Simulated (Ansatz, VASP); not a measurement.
## Si5Ge: VASP beside Ansatz

```
Si Ge
1.0
     1.85831   -6.70184    0.00000
     1.85831    6.70184    0.00000
     0.00000    0.00000    3.76576
Si Ge
5 1
Cartesian
  1.8583 2.4187 0.0000
  1.8583 -2.4187 0.0000
  1.8583 0.0000 1.8829
  1.8583 -4.4975 1.8829
  1.8583 4.4975 1.8829
  0.0000 0.0000 0.0000
```

Change from the starting cell: species swapped into the HfPd5 type (Cmmm, No. 65).

Alike in both runs: functional PBE; k mesh 10 × 10 × 10; occupations gaussian, width 0.1 eV; no spin polarisation.

Ansatz relaxed the structure, and its values are those at the end. VASP's run is a single point on that final structure, the one shown.

|  | VASP | Ansatz |
| --- | --- | --- |
| version | VASP 6.6.1 | Ansatz 0.2.0 |
| potentials or method | VASP PAW PBE potentials, release 64 (Si, Ge_d), cutoff 520 eV | scalar-relativistic, plane waves, PAW |
| valence electrons in the cell | 34 | 34 |

```csv
,VASP,Ansatz,Ansatz less VASP
gap on the k mesh at the Fermi level (eV),none,none,-
pressure (GPa),0.0,0.0,+0.02
```

A gap of «none» marks a metal or a gap that the smearing closes. The functional is the same, so the differences come from potentials, cutoffs and numerics.
